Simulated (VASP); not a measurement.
# Ru (P2_1/m) in VASP: notebook

Ru is run at these levels: LDA; tasks: single point.

Program: VASP 6.6.1. These are calculated values, not measurements. Logs are shortened: lines on timing, memory, paths and dates and some standing lists are left out, and cuts for length are marked.

## 1. The cell of the first run

It takes space group P2_1/m (No. 11, monoclinic). The conventional cell has a = 2.674 Å, b = 4.227 Å, c = 2.674 Å, α = 90.00°, β = 120.00°, γ = 90.00°. Ru (site symmetry m) has 12 Ru at 2.46 to 2.75 Å within 3.2 Å.

## 2. Single point, LDA (atoms displaced along several vibrational modes)

File INCAR:

```
PREC = Accurate ; ENCUT = 520
EDIFF = 1E-6 ; ISMEAR = 0
SIGMA = 0.15 ; LREAL = F
LASPH = T ; NELM = 100
ALGO = Fast ; ISIF = 2
LWAVE = F ; LCHARG = F
GGA = CA ; NBANDS = 21
```

File KPOINTS:

```
regular mesh
0
Gamma
  21 21 10
```

File POSCAR:

```
Ru
1.0
    2.6740588025      0.0000000000      0.0000000000
   -1.3370294013      2.3158028542      0.0000000000
    0.0000000000      0.0000000000      4.2267610266
Ru
2
Direct
    0.2708955674      0.6465008741      0.2500000000
    0.7291044326      0.3534991259      0.7500000000
```

Potentials or basis: VASP PAW LDA potentials, release 64 (Ru_pv).

Run with:

```bash
$ cat potpaw_LDA.64/Ru_pv/POTCAR > POTCAR
$ mpirun -np 1 vasp_std > vasp.out
```

OUTCAR:

```text
PREC = Accurate
   ENCUT = 520
   EDIFF = 1E-6
   ISMEAR = 0
   LREAL = F
   LASPH = T
   NELM = 100
   ISIF = 2
   GGA = CA

 ion  position               nearest neighbor table
   1  0.271  0.647  0.250-   2 2.46   2 2.46   2 2.69   2 2.69   2 2.75   2 2.75
   2  0.729  0.353  0.750-   1 2.46   1 2.46   1 2.69   1 2.69   1 2.75   1 2.75

  LATTYP: Found a hexagonal cell.
 ALAT       =     2.6740588025
 C/A-ratio  =     1.5806537323

  Lattice vectors:

 A1 = (   2.6740588025,   0.0000000000,   0.0000000000)
 A2 = (  -1.3370294013,   2.3158028542,   0.0000000000)
 A3 = (   0.0000000000,   0.0000000000,   4.2267610266)

Analysis of symmetry for initial positions (statically):
=====================================================================
 Subroutine PRICEL returns:
 Original cell was already a primitive cell.

 Routine SETGRP: Setting up the symmetry group for a
 hexagonal supercell.

 Subroutine GETGRP returns: Found  4 space group operations
 (whereof  2 operations were pure point group operations)
 out of a pool of 24 trial point group operations.

The static configuration has the point symmetry S_2 .
 The point group associated with its full space group is C_2h.

Analysis of symmetry for dynamics (positions and initial velocities):
=====================================================================
 Subroutine PRICEL returns:
 Original cell was already a primitive cell.

 Routine SETGRP: Setting up the symmetry group for a
 hexagonal supercell.

 Subroutine GETGRP returns: Found  4 space group operations
 (whereof  2 operations were pure point group operations)
 out of a pool of 24 trial point group operations.

The dynamic configuration has the point symmetry S_2 .
 The point group associated with its full space group is C_2h.

 Subroutine INISYM returns: Found  4 space group operations
 (whereof  2 operations are pure point group operations),
 and found     1 'primitive' translations

----------------------------------------------------------------------------------------

                                     Primitive cell

  volume of cell :      26.1746

  direct lattice vectors                    reciprocal lattice vectors
[... 80 lines left out ...]
   ICHARG =      2    charge: 1-file 2-atom 10-const
   ISPIN  =      1    spin polarized calculation?
   LNONCOLLINEAR =      F non collinear calculations
   LSORBIT =      F    spin-orbit coupling
   LASPH  =      T    aspherical Exc in radial PAW
   ENCUT  =  520.0 eV  38.22 Ry    6.18 a.u.   4.97  4.97  7.86*2*pi/ulx,y,z
   NELM   =    100;   NELMIN=  2; NELMDL= -5     # of ELM steps
   EDIFF  = 0.1E-05   stopping-criterion for ELM
   LREAL  =      F    real-space projection
   EDIFFG = 0.1E-04   stopping-criterion for IOM
   NSW    =      0    number of steps for IOM
   IBRION =     -1    ionic relax: 0-MD 1-quasi-New 2-CG
   NFREE  =      0    steps in history (QN), initial steepest desc. (CG)
   ISIF   =      2    stress and relaxation
   ISYM   =      2    0-nonsym 1-usesym 2-fastsym
   POTIM  = 0.5000    time-step for ionic-motion
   TEBEG  =    0.0;   TEEND  =   0.0 temperature during run
   PSTRESS=    0.0 pullay stress
   NELECT =      28.0000    total number of electrons
   NUPDOWN=      -1.0000    fix difference up-down
   EMIN   =  10.00;   EMAX   =-10.00  energy-range for DOS
   EFERMI =   0.00;   METHOD = LEGACY
   ISMEAR =     0;   SIGMA  =   0.15  broadening in eV -4-tet -1-fermi 0-gaus
   EFERMI_NEDOS =   21; number of points for ismear=-14 and -15
   IALGO  =     68    algorithm
   IMIX   =      4    mixing-type and parameters
     AMIX     =   0.40;   BMIX     =  1.00
     AMIX_MAG =   1.60;   BMIX_MAG =  1.00
  volume/ion in A,a.u.               =      13.09        88.32
  Fermi-wavevector in a.u.,A,eV,Ry     =   1.674303  3.163974 38.141091  2.803291
  Thomas-Fermi vector in A             =   2.759122
   LORBIT       =      0    0 simple, 1 ext, 2 COOP (PROOUT), +10 PAW based schemes
   GGA     = CA    functional components
   LHFCALC =     F    Hartree Fock is set to
   AEXX    =    0.0000 exact exchange contribution
   IVDW    =     0    specifies the selected vdW correction
   LEPSILON=     F    determine dielectric tensor
   LRPA    =     F    only Hartree local field effects (RPA)
 non-spin polarized calculation
 RMM-DIIS sequential band-by-band and
 Gauss-broadening in eV      SIGMA  =   0.15
  energy-cutoff  :      520.00
  volume of cell :       26.17
 maximum number of plane-waves:       732
   NGX =  9   NGY =  9   NGZ = 15

 number of electron      27.9999999 magnetization

 Free energy of the ion-electron system (eV)
  ---------------------------------------------------
  ext. energy  EPLUGINS =         0.00000000
  ---------------------------------------------------
  free energy    TOTEN  =       -21.08122149 eV

  energy without entropy =      -21.06147826  energy(sigma->0) =      -21.07134988

 E-fermi :  13.4610     XC(G=0): -14.5965

 val. band max:       13.4609558137   @ k =   0.0952   0.3810  -0.4000
 cond. band min:      13.4613293869   @ k =  -0.3333   0.3333   0.0000
 fundamental gap:      0.0003735732
 Fermi energy:        13.4609766819

 k-point     1 :       0.0000    0.0000    0.0000
  band No.  band energies     occupation
      1     -30.3014      2.00000
      2     -29.2153      2.00000
      3     -29.0018      2.00000
      4     -28.9662      2.00000
      5     -28.9166      2.00000
      6     -28.8432      2.00000
[... 565 lines left out ...]
     20      23.8335      0.00000
     21      24.4393      0.00000

 [... further k-points ...]

------------------------ aborting loop because EDIFF is reached ----------------------------------------

  FORCE on cell =-STRESS in cart. coord.  units (eV):
  Direction    XX          YY          ZZ          XY          YZ          ZX
  --------------------------------------------------------------------------------------
  -------------------------------------------------------------------------------------
  Total        0.7426117      0.2574371      1.9166652      0.8712141      0.0000000      0.0000000
  in kB       45.4560972     15.7580160    117.3212330     53.3279941      0.0000000      0.0000000
  external PRESSURE =      59.5117821 kB  Pullay stress =       0.0000000 kB

 VOLUME and BASIS-vectors are now :
 -----------------------------------------------------------------------------
  energy-cutoff  :      520.00
  volume of cell :       26.17
      direct lattice vectors                 reciprocal lattice vectors
     2.674058802  0.000000000  0.000000000     0.373963355  0.215907843  0.000000000
    -1.337029401  2.315802854  0.000000000     0.000000000  0.431815687  0.000000000
     0.000000000  0.000000000  4.226761027     0.000000000  0.000000000  0.236587778

 POSITION                                       TOTAL-FORCE (eV/Angst)
 -----------------------------------------------------------------------------------
     -0.14000      1.49717      1.05669         1.956105      0.532948     -0.000000
      1.47703      0.81863      3.17007        -1.956105     -0.532948      0.000000
 -----------------------------------------------------------------------------------
    total drift:                                0.000000      0.000000     -0.000000

  FREE ENERGIE OF THE ION-ELECTRON SYSTEM (eV)
  ---------------------------------------------------
  free  energy   TOTEN  =       -21.0812214864 eV

  energy  without entropy=      -21.0614782648  energy(sigma->0) =      -21.07134988
```

OSZICAR:

```text
N       E                     dE             d eps       ncg     rms          rms(c)
DAV:   1     0.287524934520E+03    0.28752E+03   -0.17518E+04 55860   0.149E+03
DAV:   2    -0.164536940859E+02   -0.30398E+03   -0.29471E+03 57012   0.448E+02
DAV:   3    -0.224125328607E+02   -0.59588E+01   -0.59225E+01 65697   0.705E+01
DAV:   4    -0.224572735463E+02   -0.44741E-01   -0.44661E-01 69670   0.585E+00
DAV:   5    -0.224578111243E+02   -0.53758E-03   -0.53332E-03 62827   0.578E-01    0.205E+01
RMM:   6    -0.211881722733E+02    0.12696E+01   -0.27055E+00 56964   0.136E+01    0.599E+00
RMM:   7    -0.210915816121E+02    0.96591E-01   -0.36830E-01 61218   0.435E+00    0.131E+00
RMM:   8    -0.210814014186E+02    0.10180E-01   -0.28522E-02 63156   0.165E+00    0.454E-01
RMM:   9    -0.210811818075E+02    0.21961E-03   -0.28929E-03 63920   0.495E-01    0.496E-02
RMM:  10    -0.210812140155E+02   -0.32208E-04   -0.40632E-04 65595   0.191E-01    0.336E-02
RMM:  11    -0.210812205259E+02   -0.65105E-05   -0.76369E-05 69163   0.646E-02    0.685E-03
RMM:  12    -0.210812213839E+02   -0.85799E-06   -0.12304E-05 69079   0.281E-02    0.317E-03
RMM:  13    -0.210812214864E+02   -0.10249E-06   -0.15030E-06 46502   0.120E-02
   1 F= -.21081221E+02 E0= -.21071350E+02  d E =-.197432E-01
```

stdout:

```text
POSCAR found type information on POSCAR Ru
 POSCAR found :  1 types and       2 ions
 scaLAPACK will be used
 LDA part: xc-table for (Slater(with rela. corr.)+CA(PZ))
 , standard interpolation
 POSCAR, INCAR and KPOINTS ok, starting setup
 FFT: planning ... GRIDC
 FFT: planning ... GRID_SOFT
 FFT: planning ... GRID
 WAVECAR not read
 entering main loop
WARNING in EDDRMM: call to ZHEGV failed, returncode =   8  4     20
WARNING in EDDRMM: call to ZHEGV failed, returncode =   8  4     19
```

It took 5.7 min on 1 thread of Oxide Virtual Turin-like, shared host; peak memory 0.57 GiB.

Results:

| Property | Result |
| --- | --- |
| Free energy | -21.0812 eV |
| Pressure | 6.0 GPa |
| Largest force | 2.027 eV/Å |
| Band gap on the k mesh | zero (bands 14 and 15 overlap by 3.05 eV) |

Forces in eV/Å, atoms in the order of the input:
```
Ru   1.956  0.533  0.000
Ru  -1.956 -0.533  0.000
```

Caveat: the cell differs from its parent crystal (atoms displaced along several vibrational modes); the stress differs along the axes, from 2 to 12 GPa; forces of over 1 eV/Å act on the atoms, so gaps and moduli don't describe the material at rest.

## 3. Single point, LDA (atoms displaced along several vibrational modes)

INCAR is that of step 2.

File KPOINTS:

```
Automatic mesh
0
Gamma
  21 21 10
```

File POSCAR:

```
Ru
1.0
    2.6740588025      0.0000000000      0.0000000000
   -1.3370294013      2.3158028542      0.0000000000
    0.0000000000      0.0000000000      4.2267610266
Ru
2
Direct
    0.2856421466      0.6062124705      0.2500000000
    0.7143578534      0.3937875295      0.7500000000
```

Potentials or basis: VASP PAW LDA potentials, release 64 (Ru_pv).

Run with:

```bash
$ cat potpaw_LDA.64/Ru_pv/POTCAR > POTCAR
$ mpirun -np 1 vasp_std > vasp.out
```

Run time: 5.7 min. Hardware: 1 thread of Oxide Virtual Turin-like, shared host; peak memory 0.58 GiB.

The run converged. Its results:

```
Free energy            : -21.0569 eV
Pressure               : 5.4 GPa
Largest force          : 2.267 eV/Å
Band gap on the k mesh : zero (bands 14 and 15 overlap by 3.12 eV)
```

Forces on the atoms (eV/Å):
```
Ru   0.587  2.190  0.000
Ru  -0.587 -2.190  0.000
```

Stress tensor (GPa, compression positive):
```
 8.39  1.47  0.00
 1.47 -3.72  0.00
 0.00  0.00 11.53
```

Levels at points of the mesh, in eV from the Fermi level:
| k point | band 10 | band 11 | band 12 | band 13 | band 14 | band 15 | band 16 | band 17 | band 18 | band 19 |
| --- | --- | --- | --- | --- | --- | --- | --- | --- | --- | --- |
| (0.00, 0.00, 0.00) | -3.00 | -2.46 | -2.34 | -2.00 | -1.63 | -0.42 | 0.04 | 1.28 | 2.14 | 9.91 |
| (0.00, 0.00, 0.50) | -3.04 | -2.97 | -2.97 | -2.71 | -2.71 | 0.10 | 0.10 | 0.62 | 0.62 | 9.92 |

Caveat: the cell differs from its parent crystal (atoms displaced along several vibrational modes); the stress differs along the axes, from -4 to 12 GPa; forces of over 1 eV/Å act on the atoms, so gaps and moduli don't describe the material at rest.
